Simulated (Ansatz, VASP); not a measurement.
**One calculation of ZnSe3, two programs**

```
CELL_PARAMETERS angstrom
2.59647 -5.20091 0.00000
2.59647 5.20091 0.00000
0.00000 0.00000 3.71696
ATOMIC_POSITIONS crystal
Zn 0.50000 0.50000 0.50000
Se 0.25458 0.74542 0.50000
Se 0.74542 0.25458 0.50000
Se 0.00000 0.00000 0.50000
```

Alike in both runs: functional PBE; k mesh 10 × 10 × 12; occupations gaussian, width 0.1 eV; no spin polarisation.

Ansatz relaxed the structure, and its values are those at the end. VASP's run is a single point on that final structure, the one shown.

|  | VASP | Ansatz |
| --- | --- | --- |
| version | VASP 6.6.1 | Ansatz 0.2.0 |
| potentials or method | VASP PAW PBE potentials, release 64 (Zn, Se), cutoff 500 eV | scalar-relativistic, plane waves, PAW |
| valence electrons in the cell | 30 | 60 |

|  | VASP | Ansatz | Ansatz less VASP |
| --- | --- | --- | --- |
| gap on the k mesh at the Fermi level (eV) | none | none | - |
| pressure (GPa) | 0.1 | 0.0 | -0.09 |
| rms of the force components (eV/Å) | 0.004 | 0.001 | -0.0032 |

A gap of «none» marks a metal or a gap that the smearing closes. The functional is the same, so the differences come from potentials, cutoffs and numerics. VASP's potentials hold 30 valence electrons a cell and Ansatz's 60, so a difference there can come from the potentials and not from the codes.
